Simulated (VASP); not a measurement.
# Os: single point with r2SCAN+rVV10

The system is Os.

```
Os
1.0
     2.78772    0.00000    0.00000
    -1.39386    2.41424    0.00000
     0.00000    0.00000    4.40442
Os
2
Cartesian
  1.3939 0.8047 3.3033
  0.0000 1.6095 1.1011
```

| Quantity | Value |
| --- | --- |
| Program | VASP 6.6.1 |
| Task | single point |
| Functional | r2SCAN |
| Dispersion | rVV10 |
| Potentials or basis | VASP PAW PBE potentials, release 64 (Os) |
| Cutoff | 520 eV |
| k mesh | 11 × 11 × 6 |
| Occupations | fermi-dirac, width 0.05 eV |
| Spin | no spin polarisation |
| Dipole correction | no |
| Further INCAR settings | ALGO = Normal; EDIFF = 1e-07; NBANDS = 15 |

```json
{"Pressure": "-22.0 GPa", "Band gap on the k mesh": "zero (band 8 reaches 10.37 eV, above the bottom of band 9 at 6.67 eV)"}
```

Stress tensor (GPa, compression positive):
```
-21.33   0.00   0.00
  0.00 -21.33   0.00
  0.00   0.00 -23.36
```

Levels at points of the mesh, in eV from the Fermi level:
| k point | band 5 | band 6 | band 7 | band 8 | band 9 | band 10 | band 11 | band 12 |
| --- | --- | --- | --- | --- | --- | --- | --- | --- |
| (0.00, 0.00, 0.00) | -2.62 | -2.07 | -2.07 | -1.46 | -1.46 | 0.04 | 1.65 | 1.65 |
| (0.00, 0.00, 0.50) | -3.05 | -3.05 | -3.05 | -3.05 | 0.87 | 0.87 | 0.87 | 0.87 |

It took 4.8 min on 1 thread of AMD EPYC 7R13 (shared host), peak memory 0.24 GiB.

Caveat: the PAW data sets were made with another functional, which shifts forces and pressure a little; spin-orbit coupling is left out, which moves the levels of the heavy elements.
